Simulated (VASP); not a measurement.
# HCN (I4mm) in VASP: single point with PBE

Aim: the single point of HCN with PBE.

Everything below comes from runs of VASP 6.6.1. Logs are shortened: lines on timing, memory, paths and dates and some standing lists are left out, and cuts for length are marked.

### Step 1. The cell of the first run

The structure is tetragonal, space group I4mm (No. 107). The conventional cell has a = 4.632 Å, b = 4.632 Å, c = 4.320 Å, α = 90.00°, β = 90.00°, γ = 90.00°. N (site symmetry 4mm) has 1 C at 1.16 Å within 1.6 Å. Within 1.5 Å of C (site symmetry 4mm) lie 1 H at 1.09 Å and 1 N at 1.16 Å. H (site symmetry 4mm) has 1 C at 1.09 Å within 1.5 Å.

### Step 2. Single point, PBE

The input, INCAR:

```
SYSTEM = HCN
PREC = Accurate ; ENCUT = 1330
EDIFF = 1E-6 ; ISMEAR = -1
SIGMA = 0.05 ; LREAL = .False.
LASPH = .True. ; NELM = 120
ALGO = Normal ; ISIF = 2
LWAVE = .False. ; LCHARG = .False.
GGA = PE ; NBANDS = 12
GGA_COMPAT = .False.
```

The input, KPOINTS:

```
Automatic mesh
0
Gamma
  5 5 5
  0 0 0
```

The input, POSCAR:

```
HCN
1.0
   -2.3160580000      2.3160580000      2.1599010000
    2.3160580000     -2.3160580000      2.1599010000
    2.3160580000      2.3160580000     -2.1599010000
N C H
1 1 1
Direct
    0.2719290000      0.2719290000      0.0000000000
    0.0036740000      0.0036740000      0.0000000000
    0.7520970000      0.7520970000      0.0000000000
```

Potentials or basis: VASP PAW PBE potentials, release 64 (N_h, C_h, H_h).

Launch:

```
cat potpaw_PBE.64/N_h/POTCAR potpaw_PBE.64/C_h/POTCAR potpaw_PBE.64/H_h/POTCAR > POTCAR
mpirun -np 1 vasp_std > vasp.out
```

OUTCAR:

```text
SYSTEM = HCN
   PREC = Accurate
   ENCUT = 1330
   EDIFF = 1E-6
   ISMEAR = -1
   LREAL = .False.
   LASPH = .True.
   NELM = 120
   ISIF = 2
   GGA = PE

 ion  position               nearest neighbor table
   1  0.272  0.272  0.000-   2 1.16
   2  0.004  0.004  0.000-   3 1.09   1 1.16
   3  0.752  0.752  0.000-   2 1.09

  LATTYP: Found a body centered tetragonal cell.
 ALAT       =     4.6321160000
 C/A-ratio  =     0.9325763863

  Lattice vectors:

 A1 = (  -2.3160580000,   2.3160580000,   2.1599010000)
 A2 = (   2.3160580000,  -2.3160580000,   2.1599010000)
 A3 = (   2.3160580000,   2.3160580000,  -2.1599010000)

Analysis of symmetry for initial positions (statically):
=====================================================================
 Subroutine PRICEL returns:
 Original cell was already a primitive cell.

 Routine SETGRP: Setting up the symmetry group for a
 body centered tetragonal supercell.

 Subroutine GETGRP returns: Found  8 space group operations
 (whereof  8 operations were pure point group operations)
 out of a pool of 16 trial point group operations.

The static configuration has the point symmetry C_4v.

Analysis of symmetry for dynamics (positions and initial velocities):
=====================================================================
 Subroutine PRICEL returns:
 Original cell was already a primitive cell.

 Routine SETGRP: Setting up the symmetry group for a
 body centered tetragonal supercell.

 Subroutine GETGRP returns: Found  8 space group operations
 (whereof  8 operations were pure point group operations)
 out of a pool of 16 trial point group operations.

The dynamic configuration has the point symmetry C_4v.

 Subroutine INISYM returns: Found  8 space group operations
 (whereof  8 operations are pure point group operations),
 and found     1 'primitive' translations

----------------------------------------------------------------------------------------

                                     Primitive cell

  volume of cell :      46.3439

  direct lattice vectors                    reciprocal lattice vectors
    -2.316058000  2.316058000  2.159901000     0.000000000  0.215884058  0.231492092
     2.316058000 -2.316058000  2.159901000     0.215884058  0.000000000  0.231492092
     2.316058000  2.316058000 -2.159901000     0.215884058  0.215884058  0.000000000

  length of vectors
     3.923445125  3.923445125  3.923445125     0.316535172  0.316535172  0.305306163

  position of ions in fractional coordinates (direct lattice)
     0.271929000  0.271929000  0.000000000
     0.003674000  0.003674000  0.000000000
     0.752097000  0.752097000  0.000000000

  ion indices of the primitive-cell ions
   primitive index   ion index
                 1           1
                 2           2
                 3           3

----------------------------------------------------------------------------------------

 KPOINTS: Automatic mesh

Automatic generation of k-mesh.
 Grid dimensions read from file:
 generate k-points for:    5    5    5

 Generating k-lattice:

  Cartesian coordinates                     Fractional coordinates (reciprocal lattice)
     0.000000000  0.043176812  0.046298418     0.200000000  0.000000000  0.000000000
     0.043176812  0.000000000  0.046298418     0.000000000  0.200000000  0.000000000
     0.043176812  0.043176812  0.000000000     0.000000000  0.000000000  0.200000000

  Length of vectors
     0.063307034  0.063307034  0.061061233

  Shift w.r.t. Gamma in fractional coordinates (k-lattice)
     0.000000000  0.000000000  0.000000000

 Subroutine IBZKPT returns following result:
 ===========================================

 Found     18 irreducible k-points:

 Following reciprocal coordinates:
            Coordinates               Weight
  0.000000  0.000000  0.000000      1.000000
  0.200000 -0.000000  0.000000      8.000000
  0.400000  0.000000 -0.000000      8.000000
  0.200000  0.200000  0.000000      8.000000
  0.400000  0.200000 -0.000000     16.000000
 -0.400000  0.200000  0.000000     16.000000
[... 10 lines left out ...]
 -0.400000  0.400000  0.400000      4.000000
 -0.400000 -0.400000  0.400000      2.000000
   k-points           NKPTS =     18   k-points in BZ     NKDIM =     18   number of bands    NBANDS=     12
   number of dos      NEDOS =    301   number of ions     NIONS =      3
   total plane-waves  NPLWV = 110592
   dimension x,y,z NGX =    48 NGY =   48 NGZ =   48
   dimension x,y,z NGXF=    96 NGYF=   96 NGZF=   96
   ions per type =               1   1   1
   NGX,Y,Z   is equivalent  to a cutoff of  20.34, 20.34, 20.34 a.u.
   NGXF,Y,Z  is equivalent  to a cutoff of  40.68, 40.68, 40.68 a.u.
 SYSTEM =  HCN
   PREC   = accura    normal or accurate (medium, high low for compatibility)
   ISTART =      0    job   : 0-new  1-cont  2-samecut
   ICHARG =      2    charge: 1-file 2-atom 10-const
   ISPIN  =      1    spin polarized calculation?
   LNONCOLLINEAR =      F non collinear calculations
   LSORBIT =      F    spin-orbit coupling
   LASPH  =      T    aspherical Exc in radial PAW
   ENCUT  = 1330.0 eV  97.75 Ry    9.89 a.u.  11.67 11.67 11.67*2*pi/ulx,y,z
   NELM   =    120;   NELMIN=  2; NELMDL= -5     # of ELM steps
   EDIFF  = 0.1E-05   stopping-criterion for ELM
   LREAL  =      F    real-space projection
   EDIFFG = 0.1E-04   stopping-criterion for IOM
   NSW    =      0    number of steps for IOM
   IBRION =     -1    ionic relax: 0-MD 1-quasi-New 2-CG
   NFREE  =      0    steps in history (QN), initial steepest desc. (CG)
   ISIF   =      2    stress and relaxation
   ISYM   =      2    0-nonsym 1-usesym 2-fastsym
   POTIM  = 0.5000    time-step for ionic-motion
   TEBEG  =    0.0;   TEEND  =   0.0 temperature during run
   PSTRESS=    0.0 pullay stress
   NELECT =      10.0000    total number of electrons
   NUPDOWN=      -1.0000    fix difference up-down
   EMIN   =  10.00;   EMAX   =-10.00  energy-range for DOS
   EFERMI =   0.00;   METHOD = LEGACY
   ISMEAR =    -1;   SIGMA  =   0.05  broadening in eV -4-tet -1-fermi 0-gaus
   EFERMI_NEDOS =   21; number of points for ismear=-14 and -15
   IALGO  =     38    algorithm
   IMIX   =      4    mixing-type and parameters
     AMIX     =   0.40;   BMIX     =  1.00
     AMIX_MAG =   1.60;   BMIX_MAG =  1.00
  volume/ion in A,a.u.               =      15.45       104.25
  Fermi-wavevector in a.u.,A,eV,Ry     =   0.981923  1.855565 13.118357  0.964172
  Thomas-Fermi vector in A             =   2.112966
   LORBIT       =      0    0 simple, 1 ext, 2 COOP (PROOUT), +10 PAW based schemes
   GGA     = PE    functional components
   LHFCALC =     F    Hartree Fock is set to
   AEXX    =    0.0000 exact exchange contribution
   IVDW    =     0    specifies the selected vdW correction
   LEPSILON=     F    determine dielectric tensor
   LRPA    =     F    only Hartree local field effects (RPA)
 non-spin polarized calculation
  energy-cutoff  :     1330.00
  volume of cell :       46.34
 maximum number of plane-waves:      5137
   NGX = 23   NGY = 23   NGZ = 23

 number of electron      10.0000000 magnetization

 Free energy of the ion-electron system (eV)
  ---------------------------------------------------
  ext. energy  EPLUGINS =         0.00000000
  ---------------------------------------------------
  free energy    TOTEN  =       -20.08553760 eV

  energy without entropy =      -20.08553760  energy(sigma->0) =      -20.08553760

 E-fermi :  -3.5278     XC(G=0):  -6.8252

 val. band max:       -4.6515384037   @ k =  -0.4000   0.4000   0.0000
 cond. band min:       2.2243521319   @ k =   0.4000   0.0000  -0.0000
 fundamental gap:      6.8758905355
 Fermi energy:        -3.5277992120

 k-point     1 :       0.0000    0.0000    0.0000
  band No.  band energies     occupation
      1     -19.2276      2.00000
      2     -10.4233      2.00000
      3      -6.1272      2.00000
      4      -4.7119      2.00000
      5      -4.7119      2.00000
      6       3.0488      0.00000
      7       3.0488      0.00000
      8       4.6584      0.00000
      9       9.0744      0.00000
     10      10.9849      0.00000
     11      12.0679      0.00000
     12      12.0679      0.00000

 k-point     2 :       0.2000   -0.0000    0.0000
  band No.  band energies     occupation
      1     -19.1808      2.00000
      2     -10.6263      2.00000
      3      -5.8127      2.00000
      4      -4.8246      2.00000
      5      -4.8181      2.00000
      6       2.7821      0.00000
      7       2.9474      0.00000
      8       5.1768      0.00000
      9       8.3303      0.00000
     10      10.7595      0.00000
     11      11.3968      0.00000
     12      13.5592      0.00000

 k-point     3 :       0.4000    0.0000   -0.0000
  band No.  band energies     occupation
      1     -19.1031      2.00000
      2     -10.9198      2.00000
      3      -5.3678      2.00000
      4      -4.9811      2.00000
      5      -4.9359      2.00000
      6       2.2244      0.00000
      7       2.7553      0.00000
      8       6.2097      0.00000
      9       7.8079      0.00000
     10      10.0657      0.00000
     11      11.5819      0.00000
     12      14.0266      0.00000
[... 196 lines left out ...]
 k-point    17 :      -0.4000    0.4000    0.4000
  band No.  band energies     occupation
      1     -19.0688      2.00000
      2     -10.3880      2.00000
      3      -6.2736      2.00000
      4      -5.4500      2.00000
      5      -5.4480      2.00000
      6       3.9256      0.00000
      7       4.0242      0.00000
      8       6.3338      0.00000
      9       6.8157      0.00000
     10      10.0388      0.00000
     11      10.3915      0.00000
     12      12.2961      0.00000

 k-point    18 :      -0.4000   -0.4000    0.4000
  band No.  band energies     occupation
      1     -19.0549      2.00000
      2     -10.6115      2.00000
      3      -5.8525      2.00000
      4      -5.4247      2.00000
      5      -5.4247      2.00000
      6       3.7422      0.00000
      7       3.7422      0.00000
      8       5.9704      0.00000
      9       6.7318      0.00000
     10      10.8531      0.00000
     11      10.8880      0.00000
     12      10.8880      0.00000

------------------------ aborting loop because EDIFF is reached ----------------------------------------

  FORCE on cell =-STRESS in cart. coord.  units (eV):
  Direction    XX          YY          ZZ          XY          YZ          ZX
  --------------------------------------------------------------------------------------
  -------------------------------------------------------------------------------------
  Total        0.0875336      0.0875336     -0.2091450      0.0000000      0.0000000      0.0000000
  in kB        3.0261648      3.0261648     -7.2304518      0.0000000      0.0000000      0.0000000
  external PRESSURE =      -0.3927074 kB  Pullay stress =       0.0000000 kB

 VOLUME and BASIS-vectors are now :
 -----------------------------------------------------------------------------
  energy-cutoff  :     1330.00
  volume of cell :       46.34
      direct lattice vectors                 reciprocal lattice vectors
    -2.316058000  2.316058000  2.159901000     0.000000000  0.215884058  0.231492092
     2.316058000 -2.316058000  2.159901000     0.215884058  0.000000000  0.231492092
     2.316058000  2.316058000 -2.159901000     0.215884058  0.215884058  0.000000000

 POSITION                                       TOTAL-FORCE (eV/Angst)
 -----------------------------------------------------------------------------------
      0.00000      0.00000      1.17468        -0.000000     -0.000000     -0.244173
      0.00000      0.00000      0.01587         0.000000      0.000000      0.373766
      0.00000      0.00000      3.24891         0.000000      0.000000     -0.129593
 -----------------------------------------------------------------------------------
    total drift:                               -0.000001     -0.000001     -0.000107

  FREE ENERGIE OF THE ION-ELECTRON SYSTEM (eV)
  ---------------------------------------------------
  free  energy   TOTEN  =       -20.0855376031 eV

  energy  without entropy=      -20.0855376030  energy(sigma->0) =      -20.08553760
```

It took 33 s on 1 thread of Intel Xeon Platinum 8488C (Sapphire Rapids), shared host; peak memory 0.34 GiB.

Results:

```
Free energy            : -20.0855 eV
Pressure               : 0.0 GPa
Largest force          : 0.374 eV/Å
Band gap on the k mesh : 6.88 eV (least direct gap 7.16 eV)
```

Forces in eV/Å, atoms in the order of the input:
```
N    0.000  0.000 -0.244
C    0.000  0.000  0.374
H    0.000  0.000 -0.130
```

Stress tensor (GPa, compression positive):
```
 0.30  0.00  0.00
 0.00  0.30  0.00
 0.00  0.00 -0.72
```

Levels at points of the mesh, in eV from the valence-band top:
| k point | band 2 | band 3 | band 4 | band 5 | band 6 | band 7 | band 8 | band 9 |
| --- | --- | --- | --- | --- | --- | --- | --- | --- |
| (0.00, 0.00, 0.00) | -5.77 | -1.48 | -0.06 | -0.06 | 7.70 | 7.70 | 9.31 | 13.73 |

Caveat: this functional lacks dispersion, which holds the molecules together, so the pressure and a relaxed volume are unreliable; this functional lacks dispersion, which binds layers or chains, so the pressure and a relaxed spacing across them are unreliable. A k mesh can miss the band edges.
